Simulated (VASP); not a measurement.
# Au (Pm-3m) in VASP: further runs

The runs below take Au through single point, with revPBE.

All numbers are computed with VASP 6.6.1; they aren't measurements. Logs are shortened: lines on timing, memory, paths and dates and some standing lists are left out, and cuts for length are marked.

## Step 1: The cell of the first run

It takes space group Pm-3m (No. 221, cubic). The conventional cell has a = 2.654 Å, b = 2.654 Å, c = 2.654 Å, α = 90.00°, β = 90.00°, γ = 90.00°. Au (site symmetry m-3m) has 6 Au at 2.65 Å within 3.5 Å.

## Step 2: Single point, revPBE (volume scaled by 0.88)

File INCAR:

```
SYSTEM = Au
PREC     = Accurate       ! precision mode
ENCUT    = 520            ! plane-wave cutoff, eV
EDIFF    = 1E-6           ! SCF threshold, eV
ISMEAR   = -1             ! smearing method
SIGMA    = 0.1            ! smearing width, eV
LREAL    = .False.        ! projectors in reciprocal space
LASPH    = .True.         ! aspherical terms in the spheres
NELM     = 80             ! most SCF steps
ALGO     = Normal         ! electronic algorithm
ISIF     = 2              ! what is computed and relaxed
LWAVE    = .False.        ! write WAVECAR
LCHARG   = .False.        ! write CHGCAR
GGA      = RE             ! functional
NBANDS   = 12             ! bands
```

File KPOINTS:

```
regular mesh
0
Gamma
  13 13 13
  0 0 0
```

File POSCAR:

```
Au
1.0
    2.6543702258      0.0000000000      0.0000000000
    0.0000000000      2.6543702258      0.0000000000
    0.0000000000      0.0000000000      2.6543702258
Au
1
Direct
    0.0000000000      0.0000000000      0.0000000000
```

Potentials or basis: VASP PAW PBE potentials, release 64 (Au).

Command:

```bash
$ cat potpaw_PBE.64/Au/POTCAR > POTCAR
$ mpirun -np 1 vasp_std > vasp.out
```

OUTCAR:

```text
SYSTEM = Au
   PREC = Accurate
   ENCUT = 520
   EDIFF = 1E-6
   ISMEAR = -1
   LREAL = .False.
   LASPH = .True.
   NELM = 80
   ISIF = 2
   GGA = RE

 ion  position               nearest neighbor table
   1  0.000  0.000  0.000-

  LATTYP: Found a simple cubic cell.
 ALAT       =     2.6543702258

  Lattice vectors:

 A1 = (   2.6543702258,   0.0000000000,   0.0000000000)
 A2 = (   0.0000000000,   2.6543702258,   0.0000000000)
 A3 = (   0.0000000000,   0.0000000000,   2.6543702258)

Analysis of symmetry for initial positions (statically):
=====================================================================
 Subroutine PRICEL returns:
 Original cell was already a primitive cell.

 Routine SETGRP: Setting up the symmetry group for a
 simple cubic supercell.

 Subroutine GETGRP returns: Found 48 space group operations
 (whereof 48 operations were pure point group operations)
 out of a pool of 48 trial point group operations.

The static configuration has the point symmetry O_h .

Analysis of symmetry for dynamics (positions and initial velocities):
=====================================================================
 Subroutine PRICEL returns:
 Original cell was already a primitive cell.

 Routine SETGRP: Setting up the symmetry group for a
 simple cubic supercell.

 Subroutine GETGRP returns: Found 48 space group operations
 (whereof 48 operations were pure point group operations)
 out of a pool of 48 trial point group operations.

The dynamic configuration has the point symmetry O_h .

 Subroutine INISYM returns: Found 48 space group operations
 (whereof 48 operations are pure point group operations),
 and found     1 'primitive' translations

----------------------------------------------------------------------------------------

                                     Primitive cell

  volume of cell :      18.7018

  direct lattice vectors                    reciprocal lattice vectors
     2.654370226  0.000000000  0.000000000     0.376737198  0.000000000  0.000000000
     0.000000000  2.654370226  0.000000000     0.000000000  0.376737198  0.000000000
     0.000000000  0.000000000  2.654370226     0.000000000  0.000000000  0.376737198

  length of vectors
     2.654370226  2.654370226  2.654370226     0.376737198  0.376737198  0.376737198

  position of ions in fractional coordinates (direct lattice)
     0.000000000  0.000000000  0.000000000

  ion indices of the primitive-cell ions
   primitive index   ion index
                 1           1

----------------------------------------------------------------------------------------

 KPOINTS: regular mesh

Automatic generation of k-mesh.
 Grid dimensions read from file:
 generate k-points for:   13   13   13

 Generating k-lattice:

  Cartesian coordinates                     Fractional coordinates (reciprocal lattice)
     0.028979784  0.000000000  0.000000000     0.076923077  0.000000000  0.000000000
     0.000000000  0.028979784  0.000000000     0.000000000  0.076923077  0.000000000
     0.000000000  0.000000000  0.028979784     0.000000000  0.000000000  0.076923077

  Length of vectors
     0.028979784  0.028979784  0.028979784

  Shift w.r.t. Gamma in fractional coordinates (k-lattice)
     0.000000000  0.000000000  0.000000000

 Subroutine IBZKPT returns following result:
 ===========================================

 Found     84 irreducible k-points:

 Following reciprocal coordinates:
            Coordinates               Weight
  0.000000  0.000000  0.000000      1.000000
  0.076923  0.000000  0.000000      6.000000
  0.153846  0.000000  0.000000      6.000000
  0.230769  0.000000  0.000000      6.000000
  0.307692  0.000000  0.000000      6.000000
  0.384615  0.000000  0.000000      6.000000
[... 16 lines left out ...]
  0.307692  0.307692  0.000000     12.000000
  0.384615  0.307692  0.000000     24.000000
 [... further k-points ...]
   k-points           NKPTS =     84   k-points in BZ     NKDIM =     84   number of bands    NBANDS=     12
   number of dos      NEDOS =    301   number of ions     NIONS =      1
   total plane-waves  NPLWV =   8000
   dimension x,y,z NGX =    20 NGY =   20 NGZ =   20
   dimension x,y,z NGXF=    40 NGYF=   40 NGZF=   40
   ions per type =               1
   NGX,Y,Z   is equivalent  to a cutoff of  12.53, 12.53, 12.53 a.u.
   NGXF,Y,Z  is equivalent  to a cutoff of  25.05, 25.05, 25.05 a.u.
 SYSTEM =  Au
   PREC   = accura    normal or accurate (medium, high low for compatibility)
   ISTART =      0    job   : 0-new  1-cont  2-samecut
   ICHARG =      2    charge: 1-file 2-atom 10-const
   ISPIN  =      1    spin polarized calculation?
   LNONCOLLINEAR =      F non collinear calculations
   LSORBIT =      F    spin-orbit coupling
   LASPH  =      T    aspherical Exc in radial PAW
   ENCUT  =  520.0 eV  38.22 Ry    6.18 a.u.   4.94  4.94  4.94*2*pi/ulx,y,z
   NELM   =     80;   NELMIN=  2; NELMDL= -5     # of ELM steps
   EDIFF  = 0.1E-05   stopping-criterion for ELM
   LREAL  =      F    real-space projection
   EDIFFG = 0.1E-04   stopping-criterion for IOM
   NSW    =      0    number of steps for IOM
   IBRION =     -1    ionic relax: 0-MD 1-quasi-New 2-CG
   NFREE  =      0    steps in history (QN), initial steepest desc. (CG)
   ISIF   =      2    stress and relaxation
   ISYM   =      2    0-nonsym 1-usesym 2-fastsym
   POTIM  = 0.5000    time-step for ionic-motion
   TEBEG  =    0.0;   TEEND  =   0.0 temperature during run
   PSTRESS=    0.0 pullay stress
   NELECT =      11.0000    total number of electrons
   NUPDOWN=      -1.0000    fix difference up-down
   EMIN   =  10.00;   EMAX   =-10.00  energy-range for DOS
   EFERMI =   0.00;   METHOD = LEGACY
   ISMEAR =    -1;   SIGMA  =   0.10  broadening in eV -4-tet -1-fermi 0-gaus
   EFERMI_NEDOS =   21; number of points for ismear=-14 and -15
   IALGO  =     38    algorithm
   IMIX   =      4    mixing-type and parameters
     AMIX     =   0.40;   BMIX     =  1.00
     AMIX_MAG =   1.60;   BMIX_MAG =  1.00
  volume/ion in A,a.u.               =      18.70       126.21
  Fermi-wavevector in a.u.,A,eV,Ry     =   1.371653  2.592048 25.598432  1.881432
  Thomas-Fermi vector in A             =   2.497330
   LORBIT       =      0    0 simple, 1 ext, 2 COOP (PROOUT), +10 PAW based schemes
   GGA     = RE    functional components
   LHFCALC =     F    Hartree Fock is set to
   AEXX    =    0.0000 exact exchange contribution
   IVDW    =     0    specifies the selected vdW correction
   LEPSILON=     F    determine dielectric tensor
   LRPA    =     F    only Hartree local field effects (RPA)
 non-spin polarized calculation
  energy-cutoff  :      520.00
  volume of cell :       18.70
 maximum number of plane-waves:       517
 NGX is ok and might be reduce to    20
   NGX =  9   NGY =  9   NGZ =  9

 number of electron      11.0000002 magnetization

 Free energy of the ion-electron system (eV)
  ---------------------------------------------------
  ext. energy  EPLUGINS =         0.00000000
  ---------------------------------------------------
  free energy    TOTEN  =        -2.44751713 eV

  energy without entropy =       -2.43568424  energy(sigma->0) =       -2.44160068

 E-fermi :   7.7564     XC(G=0): -11.9557

 val. band max:        7.6525656852   @ k =   0.4615   0.4615   0.4615
 cond. band min:       7.8937329967   @ k =   0.4615   0.1538   0.0000
 fundamental gap:      0.2411673115
 Fermi energy:         7.7563967503

 k-point     1 :       0.0000    0.0000    0.0000
  band No.  band energies     occupation
      1      -0.8185      2.00000
      2       1.4341      2.00000
      3       1.4341      2.00000
      4       6.3566      2.00000
      5       6.3566      2.00000
      6       6.3566      2.00000
      7      22.2529      0.00000
      8      22.2529      0.00000
      9      22.2529      0.00000
     10      27.5925      0.00000
     11      30.1273      0.00000
     12      30.1273      0.00000

 k-point     2 :       0.0769    0.0000    0.0000
  band No.  band energies     occupation
      1      -0.6617      2.00000
      2       1.4596      2.00000
      3       1.5650      2.00000
      4       6.2411      2.00000
      5       6.2411      2.00000
      6       6.3658      2.00000
      7      21.0684      0.00000
      8      22.5177      0.00000
      9      22.5177      0.00000
     10      28.2413      0.00000
     11      29.4541      0.00000
     12      30.8685      0.00000

 k-point     3 :       0.1538    0.0000    0.0000
  band No.  band energies     occupation
      1      -0.2413      2.00000
      2       1.5310      2.00000
      3       1.9845      2.00000
      4       5.9348      2.00000
      5       5.9348      2.00000
      6       6.3915      2.00000
      7      18.8367      0.00000
      8      23.2601      0.00000
      9      23.2601      0.00000
     10      28.1004      0.00000
     11      28.6601      0.00000
     12      33.2392      0.00000
[... 286 lines left out ...]
 k-point    23 :       0.3077    0.3077    0.0000
  band No.  band energies     occupation
      1       1.8056      2.00000
      2       2.6232      2.00000
      3       4.5469      2.00000
      4       5.2663      2.00000
      5       5.3749      2.00000
      6       5.8433      2.00000
      7      15.7018      0.00000
      8      17.7986      0.00000
      9      24.8832      0.00000
     10      28.8027      0.00000
     11      29.2579      0.00000
     12      31.5110      0.00000

 k-point    24 :       0.3846    0.3077    0.0000
  band No.  band energies     occupation
      1       1.9752      2.00000
      2       2.3501      2.00000
      3       4.9746      2.00000
      4       5.0232      2.00000
      5       5.3790      2.00000
      6       7.3437      1.96826
      7      13.8644      0.00000
      8      18.3944      0.00000
      9      23.3999      0.00000
     10      28.0482      0.00000
     11      30.5006      0.00000
     12      31.1591      0.00000

 [... further k-points ...]
[... 5 lines left out ...]
  --------------------------------------------------------------------------------------
  -------------------------------------------------------------------------------------
  Total        1.9941699      1.9941699      1.9941699     -0.0000000     -0.0000000      0.0000000
  in kB      170.8394790    170.8394790    170.8394790     -0.0000000     -0.0000000      0.0000000
  external PRESSURE =     170.8394790 kB  Pullay stress =       0.0000000 kB

 VOLUME and BASIS-vectors are now :
 -----------------------------------------------------------------------------
  energy-cutoff  :      520.00
  volume of cell :       18.70
      direct lattice vectors                 reciprocal lattice vectors
     2.654370226  0.000000000  0.000000000     0.376737198  0.000000000  0.000000000
     0.000000000  2.654370226  0.000000000     0.000000000  0.376737198  0.000000000
     0.000000000  0.000000000  2.654370226     0.000000000  0.000000000  0.376737198

 POSITION                                       TOTAL-FORCE (eV/Angst)
 -----------------------------------------------------------------------------------
      0.00000      0.00000      0.00000         0.000000      0.000000      0.000000
 -----------------------------------------------------------------------------------
    total drift:                                0.000000      0.000000      0.000000

  FREE ENERGIE OF THE ION-ELECTRON SYSTEM (eV)
  ---------------------------------------------------
  free  energy   TOTEN  =        -2.4475171262 eV

  energy  without entropy=       -2.4356842407  energy(sigma->0) =       -2.44160068
```

It took 6.9 s on 1 thread of Intel Xeon Platinum 8488C (Sapphire Rapids), shared host; peak memory 0.13 GiB.

What came out:

```yaml
Free_energy: -2.4475 eV
Pressure: 17.1 GPa
```

Levels at points of the mesh, in eV from the Fermi level:
| k point | band 3 | band 4 | band 5 | band 6 | band 7 | band 8 | band 9 | band 10 |
| --- | --- | --- | --- | --- | --- | --- | --- | --- |
| (0.00, 0.00, 0.00) | -6.32 | -1.40 | -1.40 | -1.40 | 14.50 | 14.50 | 14.50 | 19.84 |

Caveat: the PAW data sets were made with another functional, which shifts forces and pressure a little; spin-orbit coupling is left out, which moves the levels of the heavy elements.

## Step 3: Single point, revPBE (volume scaled by 0.92)

File INCAR:

```
SYSTEM = Au
ALGO = Normal
EDIFF = 1E-7
ENCUT = 520
GGA = RE
ISIF = 2
ISMEAR = -1
LASPH = .True.
LCHARG = .False.
LREAL = .False.
LWAVE = .False.
NBANDS = 12
NELM = 60
PREC = Accurate
SIGMA = 0.1
```

File KPOINTS:

```
k-points
0
Gamma
  13 13 13
  0 0 0
```

File POSCAR:

```
Au
1.0
    2.6939935335      0.0000000000      0.0000000000
    0.0000000000      2.6939935335      0.0000000000
    0.0000000000      0.0000000000      2.6939935335
Au
1
Direct
    0.0000000000      0.0000000000      0.0000000000
```

Potentials or basis: VASP PAW PBE potentials, release 64 (Au).

Command:

```bash
$ cat potpaw_PBE.64/Au/POTCAR > POTCAR
$ mpirun -np 1 vasp_std > vasp.out
```

Wall time 6.8 s (1 thread of Intel Xeon Platinum 8488C (Sapphire Rapids), shared host); peak memory 0.13 GiB.

It converged, with:

```yaml
Free_energy: -2.5185 eV
Pressure: 9.7 GPa
```

Levels at points of the mesh, in eV from the Fermi level:
```csv
k point,band 2,band 3,band 4,band 5,band 6,band 7,band 8,band 9,band 10,band 11
"(0.00, 0.00, 0.00)",-5.96,-5.96,-1.39,-1.39,-1.39,14.27,14.27,14.27,19.38,21.86
```

Caveat: the PAW data sets were made with another functional, which shifts forces and pressure a little; spin-orbit coupling is left out, which moves the levels of the heavy elements.
